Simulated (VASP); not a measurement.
Here is a VASP 6.6.1 calculation.

File INCAR:

```
PREC     = Accurate       # precision mode
ENCUT    = 520            # plane-wave cutoff, eV
EDIFF    = 1E-6           # SCF threshold, eV
ISMEAR   = -1             # smearing method
SIGMA    = 0.1            # smearing width, eV
LREAL    = F              # projectors in reciprocal space
LASPH    = T              # aspherical terms in the spheres
NELM     = 80             # most SCF steps
ALGO     = Normal         # electronic algorithm
ISIF     = 2              # what is computed and relaxed
LWAVE    = F              # write WAVECAR
LCHARG   = F              # write CHGCAR
GGA      = PS             # functional
NBANDS   = 15             # bands
```

File KPOINTS:

```
regular mesh
0
Gamma
  20 20 12
```

POSCAR

```
Os
1.0
    2.7291021337      0.0000000000      0.0000000000
   -1.3645510669      2.3634717773      0.0000000000
    0.0000000000      0.0000000000      4.3082629814
Os
2
Direct
    0.3333333333      0.6666666667      0.2500000000
    0.6666666667      0.3333333333      0.7500000000
```

Potentials or basis: VASP PAW PBE potentials, release 64 (Os).

Command:

```sh
$ cat potpaw_PBE.64/Os/POTCAR > POTCAR
$ mpirun -np 1 vasp_std > vasp.out
```

(1) What does it give for the band gap on the k mesh?

(2) Predict the pressure.

## Answers

(1) zero (band 8 reaches 11.53 eV, above the bottom of band 9 at 7.52 eV).

(2) 0.5 GPa.

Caveat: the PAW data sets were made with another functional, which shifts forces and pressure a little; spin-orbit coupling is left out, which moves the levels of the heavy elements.
